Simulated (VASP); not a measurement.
# Rh (Fm-3m) in VASP: notebook

The runs below take Rh through single point, with PBEsol+D3(BJ).

Program: VASP 6.6.1. These are calculated values, not measurements. Logs are shortened: lines on timing, memory, paths and dates and some standing lists are left out, and cuts for length are marked.

## (1) The cell of the first run

It takes space group Fm-3m (No. 225, cubic). Conventional cell: a = 3.752 Å, b = 3.752 Å, c = 3.752 Å, α = 90.00°, β = 90.00°, γ = 90.00°. Within 3.5 Å of Rh (site symmetry m-3m) lie 12 Rh at 2.65 Å.

## (2) Single point, PBEsol+D3(BJ)

INCAR

```
SYSTEM = Rh
PREC = Accurate ; ENCUT = 500
EDIFF = 1E-6 ; ISMEAR = -1
SIGMA = 0.1 ; LREAL = .False.
LASPH = .True. ; NELM = 120
ALGO = Normal ; ISIF = 2
LWAVE = .False. ; LCHARG = .False.
GGA = PS ; IVDW = 12
NBANDS = 14 ; GGA_COMPAT = .False.
```

KPOINTS

```
Automatic mesh
0
Gamma
  8 8 8
  0 0 0
```

POSCAR

```
Rh
1.0
    0.0000000000      1.8760100478      1.8760100478
    1.8760100478      0.0000000000      1.8760100478
    1.8760100478      1.8760100478      0.0000000000
Rh
1
Direct
    0.0000000000      0.0000000000      0.0000000000
```

Potentials or basis: VASP PAW PBE potentials, release 64 (Rh_pv).

Run with:

```sh
cat potpaw_PBE.64/Rh_pv/POTCAR > POTCAR
mpirun -np 1 vasp_std > vasp.out
```

OUTCAR:

```text
SYSTEM = Rh
   PREC = Accurate
   ENCUT = 500
   EDIFF = 1E-6
   ISMEAR = -1
   LREAL = .False.
   LASPH = .True.
   NELM = 120
   ISIF = 2
   GGA = PS
   IVDW = 12
 IVDW          = 12

 ion  position               nearest neighbor table
   1  0.000  0.000  0.000-

  LATTYP: Found a face centered cubic cell.
 ALAT       =     3.7520200956

  Lattice vectors:

 A1 = (   0.0000000000,   1.8760100478,   1.8760100478)
 A2 = (   1.8760100478,   0.0000000000,   1.8760100478)
 A3 = (   1.8760100478,   1.8760100478,   0.0000000000)

Analysis of symmetry for initial positions (statically):
=====================================================================
 Subroutine PRICEL returns:
 Original cell was already a primitive cell.

 Routine SETGRP: Setting up the symmetry group for a
 face centered cubic supercell.

 Subroutine GETGRP returns: Found 48 space group operations
 (whereof 48 operations were pure point group operations)
 out of a pool of 48 trial point group operations.

The static configuration has the point symmetry O_h .

Analysis of symmetry for dynamics (positions and initial velocities):
=====================================================================
 Subroutine PRICEL returns:
 Original cell was already a primitive cell.

 Routine SETGRP: Setting up the symmetry group for a
 face centered cubic supercell.

 Subroutine GETGRP returns: Found 48 space group operations
 (whereof 48 operations were pure point group operations)
 out of a pool of 48 trial point group operations.

The dynamic configuration has the point symmetry O_h .

 Subroutine INISYM returns: Found 48 space group operations
 (whereof 48 operations are pure point group operations),
 and found     1 'primitive' translations

----------------------------------------------------------------------------------------

                                     Primitive cell

  volume of cell :      13.2049

  direct lattice vectors                    reciprocal lattice vectors
     0.000000000  1.876010048  1.876010048    -0.266523093  0.266523093  0.266523093
     1.876010048  0.000000000  1.876010048     0.266523093 -0.266523093  0.266523093
     1.876010048  1.876010048  0.000000000     0.266523093  0.266523093 -0.266523093

  length of vectors
     2.653078853  2.653078853  2.653078853     0.461631538  0.461631538  0.461631538

  position of ions in fractional coordinates (direct lattice)
     0.000000000  0.000000000  0.000000000

  ion indices of the primitive-cell ions
   primitive index   ion index
                 1           1

----------------------------------------------------------------------------------------

 KPOINTS: Automatic mesh

Automatic generation of k-mesh.
 Grid dimensions read from file:
 generate k-points for:    8    8    8

 Generating k-lattice:

  Cartesian coordinates                     Fractional coordinates (reciprocal lattice)
    -0.033315387  0.033315387  0.033315387     0.125000000  0.000000000  0.000000000
     0.033315387 -0.033315387  0.033315387     0.000000000  0.125000000  0.000000000
     0.033315387  0.033315387 -0.033315387     0.000000000  0.000000000  0.125000000

  Length of vectors
     0.057703942  0.057703942  0.057703942

  Shift w.r.t. Gamma in fractional coordinates (k-lattice)
     0.000000000  0.000000000  0.000000000

 Subroutine IBZKPT returns following result:
 ===========================================

 Found     29 irreducible k-points:

 Following reciprocal coordinates:
            Coordinates               Weight
  0.000000  0.000000  0.000000      1.000000
  0.125000  0.000000  0.000000      8.000000
  0.250000  0.000000  0.000000      8.000000
  0.375000  0.000000  0.000000      8.000000
  0.500000  0.000000  0.000000      4.000000
  0.125000  0.125000  0.000000      6.000000
[... 16 lines left out ...]
  0.500000  0.250000  0.125000     48.000000
 -0.375000  0.250000  0.125000     24.000000
 [... further k-points ...]
   k-points           NKPTS =     29   k-points in BZ     NKDIM =     29   number of bands    NBANDS=     14
   number of dos      NEDOS =    301   number of ions     NIONS =      1
   total plane-waves  NPLWV =   8000
   dimension x,y,z NGX =    20 NGY =   20 NGZ =   20
   dimension x,y,z NGXF=    40 NGYF=   40 NGZF=   40
   ions per type =               1
   NGX,Y,Z   is equivalent  to a cutoff of  12.53, 12.53, 12.53 a.u.
   NGXF,Y,Z  is equivalent  to a cutoff of  25.06, 25.06, 25.06 a.u.
 SYSTEM =  Rh
   PREC   = accura    normal or accurate (medium, high low for compatibility)
   ISTART =      0    job   : 0-new  1-cont  2-samecut
   ICHARG =      2    charge: 1-file 2-atom 10-const
   ISPIN  =      1    spin polarized calculation?
   LNONCOLLINEAR =      F non collinear calculations
   LSORBIT =      F    spin-orbit coupling
   LASPH  =      T    aspherical Exc in radial PAW
   ENCUT  =  500.0 eV  36.75 Ry    6.06 a.u.   4.84  4.84  4.84*2*pi/ulx,y,z
   NELM   =    120;   NELMIN=  2; NELMDL= -5     # of ELM steps
   EDIFF  = 0.1E-05   stopping-criterion for ELM
   LREAL  =      F    real-space projection
   EDIFFG = 0.1E-04   stopping-criterion for IOM
   NSW    =      0    number of steps for IOM
   IBRION =     -1    ionic relax: 0-MD 1-quasi-New 2-CG
   NFREE  =      0    steps in history (QN), initial steepest desc. (CG)
   ISIF   =      2    stress and relaxation
   ISYM   =      2    0-nonsym 1-usesym 2-fastsym
   POTIM  = 0.5000    time-step for ionic-motion
   TEBEG  =    0.0;   TEEND  =   0.0 temperature during run
   PSTRESS=    0.0 pullay stress
   NELECT =      15.0000    total number of electrons
   NUPDOWN=      -1.0000    fix difference up-down
   EMIN   =  10.00;   EMAX   =-10.00  energy-range for DOS
   EFERMI =   0.00;   METHOD = LEGACY
   ISMEAR =    -1;   SIGMA  =   0.10  broadening in eV -4-tet -1-fermi 0-gaus
   EFERMI_NEDOS =   21; number of points for ismear=-14 and -15
   IALGO  =     38    algorithm
   IMIX   =      4    mixing-type and parameters
     AMIX     =   0.40;   BMIX     =  1.00
     AMIX_MAG =   1.60;   BMIX_MAG =  1.00
  volume/ion in A,a.u.               =      13.20        89.11
  Fermi-wavevector in a.u.,A,eV,Ry     =   1.708153  3.227941 39.698896  2.917787
  Thomas-Fermi vector in A             =   2.786874
   LORBIT       =      0    0 simple, 1 ext, 2 COOP (PROOUT), +10 PAW based schemes
   GGA     = PS    functional components
   LHFCALC =     F    Hartree Fock is set to
   AEXX    =    0.0000 exact exchange contribution
   IVDW    =    12    specifies the selected vdW correction
   LEPSILON=     F    determine dielectric tensor
   LRPA    =     F    only Hartree local field effects (RPA)
 non-spin polarized calculation
  energy-cutoff  :      500.00
  volume of cell :       13.20
 maximum number of plane-waves:       344
   NGX =  9   NGY =  9   NGZ =  9

 number of electron      15.0000001 magnetization

 Free energy of the ion-electron system (eV)
  ---------------------------------------------------
  ext. energy  EPLUGINS =         0.00000000
  ---------------------------------------------------
  free energy    TOTEN  =        -8.12219451 eV

  energy without entropy =       -8.06824311  energy(sigma->0) =       -8.09521881

 E-fermi :  12.5656     XC(G=0): -14.4744

 val. band max:       12.5291304818   @ k =  -0.3750   0.2500   0.0000
 cond. band min:      12.6321481638   @ k =   0.3750   0.0000   0.0000
 fundamental gap:      0.1030176820
 Fermi energy:        12.5656455311

 k-point     1 :       0.0000    0.0000    0.0000
  band No.  band energies     occupation
      1     -33.8486      2.00000
      2     -33.8486      2.00000
      3     -33.8486      2.00000
      4       4.1552      2.00000
      5       9.2405      2.00000
      6       9.2405      2.00000
      7       9.2405      2.00000
      8      11.5001      1.99995
      9      11.5001      1.99995
     10      28.3999      0.00000
     11      32.8475      0.00000
     12      34.0899      0.00000
     13      34.0899      0.00000
     14      34.0899      0.00000

 k-point     2 :       0.1250    0.0000    0.0000
  band No.  band energies     occupation
      1     -33.9772      2.00000
      2     -33.8658      2.00000
      3     -33.8658      2.00000
      4       4.7823      2.00000
      5       8.9864      2.00000
      6       9.4695      2.00000
      7       9.4695      2.00000
      8      11.3892      1.99998
      9      11.3892      1.99998
     10      29.2969      0.00000
     11      31.5171      0.00000
     12      32.8513      0.00000
     13      35.0518      0.00000
     14      35.0518      0.00000

 k-point     3 :       0.2500    0.0000    0.0000
  band No.  band energies     occupation
      1     -34.2813      2.00000
      2     -33.9071      2.00000
      3     -33.9071      2.00000
      4       5.9959      2.00000
      5       9.0955      2.00000
      6       9.6281      2.00000
      7       9.6281      2.00000
      8      11.6614      1.99976
      9      11.6614      1.99976
     10      27.8399      0.00000
     11      30.1792      0.00000
     12      32.8503      0.00000
     13      37.3747      0.00000
     14      37.3747      0.00000

 k-point     4 :       0.3750    0.0000    0.0000
  band No.  band energies     occupation
      1     -34.5768      2.00000
      2     -33.9481      2.00000
      3     -33.9481      2.00000
      4       6.1476      2.00000
      5       9.3295      2.00000
      6       9.3295      2.00000
      7      11.2628      2.00000
      8      12.6321      0.67922
      9      12.6321      0.67922
     10      23.9554      0.00000
     11      28.6995      0.00000
     12      32.8508      0.00000
     13      35.5388      0.00000
     14      35.5388      0.00000

 k-point     5 :       0.5000    0.0000    0.0000
  band No.  band energies     occupation
      1     -34.6969      2.00000
      2     -33.9649      2.00000
      3     -33.9649      2.00000
      4       6.0122      2.00000
      5       9.1614      2.00000
      6       9.1614      2.00000
      7      13.1217      0.00766
      8      13.1693      0.00477
      9      13.1693      0.00477
     10      21.5474      0.00000
     11      27.9234      0.00000
[... 276 lines left out ...]
 k-point    22 :       0.3750    0.2500    0.1250
  band No.  band energies     occupation
      1     -34.3542      2.00000
      2     -34.0645      2.00000
      3     -33.9602      2.00000
      4       7.1503      2.00000
      5       7.8242      2.00000
      6       9.2451      2.00000
      7      10.9676      2.00000
      8      11.1876      2.00000
      9      13.3919      0.00052
     10      28.3459      0.00000
     11      29.8857      0.00000
     12      32.4858      0.00000
     13      32.8709      0.00000
     14      34.4939      0.00000

 k-point    23 :       0.5000    0.2500    0.1250
  band No.  band energies     occupation
      1     -34.5134      2.00000
      2     -34.1585      2.00000
      3     -34.0096      2.00000
      4       7.2720      2.00000
      5       8.3501      2.00000
      6       8.9270      2.00000
      7      10.6971      2.00000
      8      12.4042      1.66798
      9      15.8000      0.00000
     10      24.4795      0.00000
     11      28.7327      0.00000
     12      30.5361      0.00000
     13      32.8544      0.00000
     14      35.2785      0.00000

 k-point    24 :      -0.3750    0.2500    0.1250
  band No.  band energies     occupation
      1     -34.5817      2.00000
      2     -34.1880      2.00000
      3     -34.0363      2.00000
      4       7.1980      2.00000
      5       8.0912      2.00000
      6       9.6796      2.00000
      7      10.3900      2.00000
      8      12.9533      0.04060
      9      18.0968      0.00000
     10      21.2759      0.00000
     11      28.8321      0.00000
     12      29.7391      0.00000
     13      32.8551      0.00000
     14      33.9686      0.00000

 [... further k-points ...]

------------------------ aborting loop because EDIFF is reached ----------------------------------------

 Edisp (eV)   -0.63349

 E8    (eV) :    -0.4267

  FORCE on cell =-STRESS in cart. coord.  units (eV):
  Direction    XX          YY          ZZ          XY          YZ          ZX
  --------------------------------------------------------------------------------------
  -------------------------------------------------------------------------------------
  Total       0.04807     0.04807     0.04807    -0.00000     0.00000     0.00000
  in kB       5.83282     5.83282     5.83282    -0.00000     0.00000     0.00000
  external pressure =        5.83 kB  Pullay stress =        0.00 kB

 VOLUME and BASIS-vectors are now :
 -----------------------------------------------------------------------------
  energy-cutoff  :      500.00
  volume of cell :       13.20
      direct lattice vectors                 reciprocal lattice vectors
     0.000000000  1.876010048  1.876010048    -0.266523093  0.266523093  0.266523093
     1.876010048  0.000000000  1.876010048     0.266523093 -0.266523093  0.266523093
     1.876010048  1.876010048  0.000000000     0.266523093  0.266523093 -0.266523093

 POSITION                                       TOTAL-FORCE (eV/Angst)
 -----------------------------------------------------------------------------------
      0.00000      0.00000      0.00000         0.000000     -0.000000      0.000000
 -----------------------------------------------------------------------------------
    total drift:                               -0.000000     -0.000000     -0.000000

  FREE ENERGIE OF THE ION-ELECTRON SYSTEM (eV)
  ---------------------------------------------------
  free  energy   TOTEN  =        -8.7556870323 eV

  energy  without entropy=       -8.7017356358  energy(sigma->0) =       -8.72871133
```

It took 4.5 s on 1 thread of AMD EPYC 7R13 (Zen 3), shared host; peak memory 0.1 GiB.

Results:

* Free energy: -8.7557 eV
* Pressure: 0.6 GPa
* Dispersion energy per atom: -0.633 eV

Caveat: the k points lie up to 0.36 Å⁻¹ apart; the PAW data sets were made with another functional, which shifts forces and pressure a little; pairwise dispersion overbinds metals, which lowers pressure and volume.

[end of part 1 of 2]
